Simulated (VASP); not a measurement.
# As (R-3m) in VASP: electric field gradients with PBE

Aim: the electric field gradients of As with PBE.

Program: VASP 6.6.1. These are calculated values, not measurements. Logs are shortened: lines on timing, memory, paths and dates and some standing lists are left out, and cuts for length are marked.

## Step 1: The cell of the first run

It takes space group R-3m (No. 166, trigonal). The conventional cell has a = 3.755 Å, b = 3.755 Å, c = 11.113 Å, α = 90.00°, β = 90.00°, γ = 120.00°. Within 3.3 Å of As (site symmetry 3m) lie 6 As at 2.52 to 3.25 Å.

## Step 2: Electric field gradients, PBE

Contents of INCAR:

```
SYSTEM = As
PREC = Accurate
ENCUT = 400
EDIFF = 1E-8
ISMEAR = -1
SIGMA = 0.05
LREAL = .FALSE.
LASPH = .TRUE.
NELM = 120
ALGO = Normal
ISIF = 2
LWAVE = .FALSE.
LCHARG = .FALSE.
GGA = PE
LEFG = .TRUE.
NBANDS = 22
GGA_COMPAT = .FALSE.
```

Contents of KPOINTS:

```
regular mesh
0
G
  12 12 12
  0 0 0
```

Contents of POSCAR:

```
As
1.0
    1.8774110887      1.0839237974      3.7043351684
   -1.8774110887      1.0839237974      3.7043351684
    0.0000000000     -2.1678475948      3.7043351684
As
2
Direct
    0.2244335900      0.2244335900      0.2244335900
    0.7755664100      0.7755664100      0.7755664100
```

Potentials or basis: VASP PAW PBE potentials, release 64 (As_d).

Started as:

```bash
$ cat potpaw_PBE.64/As_d/POTCAR > POTCAR
$ mpirun -np 1 vasp_std > vasp.out
```

OUTCAR:

```text
SYSTEM = As
   PREC = Accurate
   ENCUT = 400
   EDIFF = 1E-8
   ISMEAR = -1
   LREAL = .FALSE.
   LASPH = .TRUE.
   NELM = 120
   ISIF = 2
   GGA = PE

 ion  position               nearest neighbor table
   1  0.224  0.224  0.224-   2 2.52   2 2.52   2 2.52
   2  0.776  0.776  0.776-   1 2.52   1 2.52   1 2.52

  LATTYP: Found a trigonal (rhomboedric) cell.
 ALAT       =     4.2920463924
 COS(alpha) =     0.6173339462

  Lattice vectors:

 A1 = (   1.8774110887,   1.0839237974,   3.7043351684)
 A2 = (  -1.8774110887,   1.0839237974,   3.7043351684)
 A3 = (   0.0000000000,  -2.1678475948,   3.7043351684)

Analysis of symmetry for initial positions (statically):
=====================================================================
 Subroutine PRICEL returns:
 Original cell was already a primitive cell.

 Routine SETGRP: Setting up the symmetry group for a
 trigonal (rhombohedral) supercell.

 Subroutine GETGRP returns: Found 12 space group operations
 (whereof 12 operations were pure point group operations)
 out of a pool of 12 trial point group operations.

The static configuration has the point symmetry D_3d.

Analysis of symmetry for dynamics (positions and initial velocities):
=====================================================================
 Subroutine PRICEL returns:
 Original cell was already a primitive cell.

 Routine SETGRP: Setting up the symmetry group for a
 trigonal (rhombohedral) supercell.

 Subroutine GETGRP returns: Found 12 space group operations
 (whereof 12 operations were pure point group operations)
 out of a pool of 12 trial point group operations.

The dynamic configuration has the point symmetry D_3d.

 Subroutine INISYM returns: Found 12 space group operations
 (whereof 12 operations are pure point group operations),
 and found     1 'primitive' translations

----------------------------------------------------------------------------------------

                                     Primitive cell

  volume of cell :      45.2293

  direct lattice vectors                    reciprocal lattice vectors
     1.877411089  1.083923797  3.704335168     0.266324197  0.153762347  0.089984658
    -1.877411089  1.083923797  3.704335168    -0.266324197  0.153762347  0.089984658
     0.000000000 -2.167847595  3.704335168     0.000000000 -0.307524693  0.089984658

  length of vectors
     4.292046392  4.292046392  4.292046392     0.320419531  0.320419531  0.320419531

  position of ions in fractional coordinates (direct lattice)
     0.224433590  0.224433590  0.224433590
     0.775566410  0.775566410  0.775566410

  ion indices of the primitive-cell ions
   primitive index   ion index
                 1           1
                 2           2

----------------------------------------------------------------------------------------

 KPOINTS: regular mesh

Automatic generation of k-mesh.
 Grid dimensions read from file:
 generate k-points for:   12   12   12

 Generating k-lattice:

  Cartesian coordinates                     Fractional coordinates (reciprocal lattice)
     0.022193683  0.012813529  0.007498722     0.083333333  0.000000000 -0.000000000
    -0.022193683  0.012813529  0.007498722     0.000000000  0.083333333 -0.000000000
     0.000000000 -0.025627058  0.007498722    -0.000000000 -0.000000000  0.083333333

  Length of vectors
     0.026701628  0.026701628  0.026701628

  Shift w.r.t. Gamma in fractional coordinates (k-lattice)
     0.000000000  0.000000000  0.000000000

 Subroutine IBZKPT returns following result:
 ===========================================

 Found    189 irreducible k-points:

 Following reciprocal coordinates:
            Coordinates               Weight
  0.000000  0.000000  0.000000      1.000000
  0.083333  0.000000 -0.000000      6.000000
  0.166667  0.000000 -0.000000      6.000000
  0.250000  0.000000  0.000000      6.000000
  0.333333  0.000000  0.000000      6.000000
  0.416667  0.000000  0.000000      6.000000
[... 16 lines left out ...]
  0.500000  0.166667 -0.000000     12.000000
 -0.416667  0.166667 -0.000000     12.000000
 [... further k-points ...]
   k-points           NKPTS =    189   k-points in BZ     NKDIM =    189   number of bands    NBANDS=     22
   number of dos      NEDOS =    301   number of ions     NIONS =      2
   total plane-waves  NPLWV =  21952
   dimension x,y,z NGX =    28 NGY =   28 NGZ =   28
   dimension x,y,z NGXF=    56 NGYF=   56 NGZF=   56
   ions per type =               2
   NGX,Y,Z   is equivalent  to a cutoff of  10.85, 10.85, 10.85 a.u.
   NGXF,Y,Z  is equivalent  to a cutoff of  21.69, 21.69, 21.69 a.u.
 SYSTEM =  As
   PREC   = accura    normal or accurate (medium, high low for compatibility)
   ISTART =      0    job   : 0-new  1-cont  2-samecut
   ICHARG =      2    charge: 1-file 2-atom 10-const
   ISPIN  =      1    spin polarized calculation?
   LNONCOLLINEAR =      F non collinear calculations
   LSORBIT =      F    spin-orbit coupling
   LASPH  =      T    aspherical Exc in radial PAW
   ENCUT  =  400.0 eV  29.40 Ry    5.42 a.u.   7.00  7.00  7.00*2*pi/ulx,y,z
   NELM   =    120;   NELMIN=  2; NELMDL= -5     # of ELM steps
   EDIFF  = 0.1E-07   stopping-criterion for ELM
   LREAL  =      F    real-space projection
   EDIFFG = 0.1E-06   stopping-criterion for IOM
   NSW    =      0    number of steps for IOM
   IBRION =     -1    ionic relax: 0-MD 1-quasi-New 2-CG
   NFREE  =      0    steps in history (QN), initial steepest desc. (CG)
   ISIF   =      2    stress and relaxation
   ISYM   =      2    0-nonsym 1-usesym 2-fastsym
   POTIM  = 0.5000    time-step for ionic-motion
   TEBEG  =    0.0;   TEEND  =   0.0 temperature during run
   PSTRESS=    0.0 pullay stress
   NELECT =      30.0000    total number of electrons
   NUPDOWN=      -1.0000    fix difference up-down
   EMIN   =  10.00;   EMAX   =-10.00  energy-range for DOS
   EFERMI =   0.00;   METHOD = LEGACY
   ISMEAR =    -1;   SIGMA  =   0.05  broadening in eV -4-tet -1-fermi 0-gaus
   EFERMI_NEDOS =   21; number of points for ismear=-14 and -15
   IALGO  =     38    algorithm
   IMIX   =      4    mixing-type and parameters
     AMIX     =   0.40;   BMIX     =  1.00
     AMIX_MAG =   1.60;   BMIX_MAG =  1.00
  volume/ion in A,a.u.               =      22.61       152.61
  Fermi-wavevector in a.u.,A,eV,Ry     =   1.427717  2.697993 27.733774  2.038375
  Thomas-Fermi vector in A             =   2.547856
   LORBIT       =      0    0 simple, 1 ext, 2 COOP (PROOUT), +10 PAW based schemes
   GGA     = PE    functional components
   LHFCALC =     F    Hartree Fock is set to
   AEXX    =    0.0000 exact exchange contribution
   IVDW    =     0    specifies the selected vdW correction
   LEPSILON=     F    determine dielectric tensor
   LRPA    =     F    only Hartree local field effects (RPA)
 non-spin polarized calculation
  energy-cutoff  :      400.00
  volume of cell :       45.23
 maximum number of plane-waves:       836
   NGX = 13   NGY = 13   NGZ = 13

 number of electron      30.0000007 magnetization

 Free energy of the ion-electron system (eV)
  ---------------------------------------------------
  ext. energy  EPLUGINS =         0.00000000
  ---------------------------------------------------
  free energy    TOTEN  =        -9.35012795 eV

  energy without entropy =       -9.34825253  energy(sigma->0) =       -9.34919024

 E-fermi :   3.5337     XC(G=0): -10.3821

 val. band max:        3.5227172806   @ k =  -0.4167   0.5000   0.4167
 cond. band min:       3.5687477984   @ k =   0.4167   0.3333   0.3333
 fundamental gap:      0.0460305179
 Fermi energy:         3.5336591796

 k-point     1 :       0.0000    0.0000    0.0000
  band No.  band energies     occupation
      1     -32.8443      2.00000
      2     -32.8443      2.00000
      3     -32.8020      2.00000
      4     -32.8020      2.00000
      5     -32.7676      2.00000
      6     -32.7354      2.00000
[... 14 lines left out ...]
     21      11.0416      0.00000
     22      12.0967      0.00000

 k-point     2 :       0.0833    0.0000   -0.0000
  band No.  band energies     occupation
      1     -32.8438      2.00000
      2     -32.8423      2.00000
      3     -32.8013      2.00000
      4     -32.8005      2.00000
      5     -32.7673      2.00000
      6     -32.7363      2.00000
[... 14 lines left out ...]
     21      10.5067      0.00000
     22      12.6182      0.00000
[... 523 lines left out ...]
     21      13.4337      0.00000
     22      15.2654      0.00000

 k-point    24 :      -0.4167    0.1667   -0.0000
  band No.  band energies     occupation
      1     -32.8388      2.00000
      2     -32.7986      2.00000
      3     -32.7802      2.00000
      4     -32.7729      2.00000
      5     -32.7659      2.00000
      6     -32.7644      2.00000
[... 14 lines left out ...]
     21      13.2567      0.00000
     22      14.7634      0.00000

 [... further k-points ...]
[... 5 lines left out ...]
  --------------------------------------------------------------------------------------
  -------------------------------------------------------------------------------------
  Total        0.5509548      0.5509548      0.3065813      0.0000000     -0.0000000      0.0000000
  in kB       19.5167238     19.5167238     10.8601688      0.0000000     -0.0000000      0.0000000
  external PRESSURE =      16.6312055 kB  Pullay stress =       0.0000000 kB

 VOLUME and BASIS-vectors are now :
 -----------------------------------------------------------------------------
  energy-cutoff  :      400.00
  volume of cell :       45.23
      direct lattice vectors                 reciprocal lattice vectors
     1.877411089  1.083923797  3.704335168     0.266324197  0.153762347  0.089984658
    -1.877411089  1.083923797  3.704335168    -0.266324197  0.153762347  0.089984658
     0.000000000 -2.167847595  3.704335168     0.000000000 -0.307524693  0.089984658

 POSITION                                       TOTAL-FORCE (eV/Angst)
 -----------------------------------------------------------------------------------
      0.00000      0.00000      2.49413         0.000000      0.000000      0.256174
      0.00000      0.00000      8.61887         0.000000      0.000000     -0.256174
 -----------------------------------------------------------------------------------
    total drift:                                0.000000     -0.000000      0.000000

  FREE ENERGIE OF THE ION-ELECTRON SYSTEM (eV)
  ---------------------------------------------------
  free  energy   TOTEN  =        -9.3501279530 eV

  energy  without entropy=       -9.3482525282  energy(sigma->0) =       -9.34919024

 Electric field gradients (V/A^2)
---------------------------------------------------------------------
 ion       V_xx      V_yy      V_zz      V_xy      V_xz      V_yz
---------------------------------------------------------------------
   1      27.963    27.963   -55.926     0.000    -0.000     0.000
   2      27.963    27.963   -55.926     0.000    -0.000     0.000
---------------------------------------------------------------------

 Electric field gradients after diagonalization (V/A^2)
 (convention: |V_zz| > |V_xx| > |V_yy|)
----------------------------------------------------------------------
 ion       V_xx      V_yy      V_zz     asymmetry (V_yy - V_xx)/ V_zz
----------------------------------------------------------------------
   1      27.963    27.963   -55.926       0.000
   2      27.963    27.963   -55.926       0.000
----------------------------------------------------------------------

           NMR quadrupolar parameters

 Cq : quadrupolar parameter    Cq=e*Q*V_zz/h
 eta: asymmetry parameters     (V_yy - V_xx)/ V_zz
 Q  : nuclear electric quadrupole moment in mb (millibarn)
----------------------------------------------------------------------
 ion       Cq(MHz)       eta       Q (mb)
----------------------------------------------------------------------
   1      -0.135       0.000       1.000
   2      -0.135       0.000       1.000
----------------------------------------------------------------------
```

Run time: 1.9 min. Hardware: 1 thread of Intel Xeon Platinum 8259CL at 2.50GHz (Skylake/Cascade Lake), shared host; peak memory 0.23 GiB.

What came out:

| Item | Value |
| --- | --- |
| Free energy | -9.3501 eV |
| Pressure | 1.7 GPa |
| Largest force | 0.256 eV/Å |
| Band gap on the k mesh | zero (bands 15 and 16 overlap by 0.48 eV) |
| Largest electric field gradient by atom | As -55.9 V/Å² |

Forces on the atoms (eV/Å):
```
As   0.000  0.000  0.256
As   0.000  0.000 -0.256
```

Electric field gradients, principal values (V/Å²):
| atom | least | middle | greatest (by size) |
| --- | --- | --- | --- |
| 1 As | 27.963 | 27.963 | -55.926 |
| 2 As | 27.963 | 27.963 | -55.926 |

Caveat: without QUAD_EFG the Cq values of the log hold for a quadrupole moment of 1 mb, not for the nuclei.

The gap in the log of VASP goes by the Fermi energy; the results here count the filled bands.